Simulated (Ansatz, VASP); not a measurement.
Given: the input of a run of VASP 6.6.1 on In.

The input INCAR:

```
SYSTEM = In
  PREC = Accurate
  ENCUT = 520
  EDIFF = 1E-7
  ISMEAR = -1
  SIGMA = 0.05
  LREAL = .FALSE.
  LASPH = .TRUE.
  NELM = 100
  ALGO = Fast
  ISIF = 2
  LWAVE = .FALSE.
  LCHARG = .FALSE.
  GGA = PS
  NBANDS = 12
```

Contents of KPOINTS:

```
regular mesh
0
G
  11 11 11
  0 0 0
```

Contents of POSCAR:

```
In
1.0
   -1.6468602161      1.6468602161      2.5062524172
    1.6468602161     -1.6468602161      2.5062524172
    1.6468602161      1.6468602161     -2.5062524172
In
1
Direct
    0.0000000000      0.0000000000      0.0000000000
```

Potentials or basis: VASP PAW PBE potentials, release 64 (In_d).

Command:

```bash
$ cat potpaw_PBE.64/In_d/POTCAR > POTCAR
$ mpirun -np 1 vasp_std > vasp.out
```

Task: Translate it to Ansatz 0.2.0. Potentials there: all-electron LAPW, scalar-relativistic.

Result: As run (the cutoff follows the program's own potentials):

Contents of input.yaml:

```yaml
crystal:
  lattice:
    - [-1.6468602161, 1.6468602161, 2.5062524172]
    - [1.6468602161, -1.6468602161, 2.5062524172]
    - [1.6468602161, 1.6468602161, -2.5062524172]
  atoms:
    - { symbol: In, position: [0.0, 0.0, 0.0] }
kpoints:
  mp_grid: { grid: [11, 11, 11] }
scf:
  occupations: { method: fermi_dirac, width: 0.05 }
hamiltonian:
  xc: pbesol
  pseudopotentials: { kind: all_electron, lapw: { basis_error: 0.0005 } }
output:
  forces: true
  stress: true
  eigenvalues: true
```

Potentials or basis: all-electron LAPW, scalar-relativistic.

Run with:

```bash
$ ansatz run input.yaml --threads 1 --pin off --max-ram 3072MiB --backend cpu --events-out ev --progress --plain --runs-dir out
```

Both were run:

|  | VASP | Ansatz | Ansatz less VASP |
| --- | --- | --- | --- |
| gap on the k mesh at the Fermi level (eV) | none | none | - |
| pressure (GPa) | -2.3 | -2.3 | +0.04 |
| traceless stress, the component that is largest in VASP (GPa) | -0.09 | -0.09 | 0.000 |

VASP's potentials were made for PBE, not for PBEsol. A gap of «none» marks a metal or a gap that the smearing closes. Ansatz ran all-electron here, and VASP with PAW potentials.
